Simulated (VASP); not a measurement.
SiSbTe3:

```xyz
5
Lattice="5.1289 0.0000 0.0000 0.0000 5.1289 0.0000 0.0000 0.0000 5.1289" Properties=species:S:1:pos:R:3 pbc="T T T"
Si    0.0000    0.0000    0.0000
Sb    2.5645    2.5645    2.5645
Te    0.0000    2.5645    2.5645
Te    2.5645    2.5645    0.0000
Te    2.5645    0.0000    2.5645
```

```yaml
Program: VASP 6.6.1
Task: relaxation of cell and atoms
Functional: PBE
Potentials_or_basis: VASP PAW PBE potentials, release 64 (Si, Sb, Te)
Cutoff: 500 eV
k_mesh: 4 × 4 × 4
Occupations: gaussian, width 0.1 eV
Spin: no spin polarisation
```

At the start: pressure 22.4 GPa; volume 26.98 Å³/atom.

Question: Where does the relaxation end?

Answer: Over 4 steps the energy falls by 534.5 meV/atom and the volume is 37.50 Å³/atom (+39.0 %); space group Pm-3m (No. 221, to 0.05 Å).

Step by step:
| step | energy change (eV) | largest force (eV/Å) | pressure (GPa) | volume (Å³) |
| --- | --- | --- | --- | --- |
| 1 | 0.0000 | 0.0000 | 22.44 | 134.92 |
| 2 | -2.1737 | 0.0000 | -3.77 | 223.01 |
| 3 | -2.6715 | 0.0000 | 0.26 | 185.58 |
| 4 | -2.6725 | 0.0000 | -0.07 | 187.48 |

Final structure:
```
Si Sb Te
1.0
     5.72336    0.00000    0.00000
     0.00000    5.72336    0.00000
     0.00000    0.00000    5.72336
Si Sb Te
1 1 3
Direct
  0.00000 0.00000 0.00000
  0.50000 0.50000 0.50000
  0.00000 0.50000 0.50000
  0.50000 0.50000 0.00000
  0.50000 0.00000 0.50000
```

Caveat: the volume moved by over 15 % at a fixed basis, so the end points are rough.
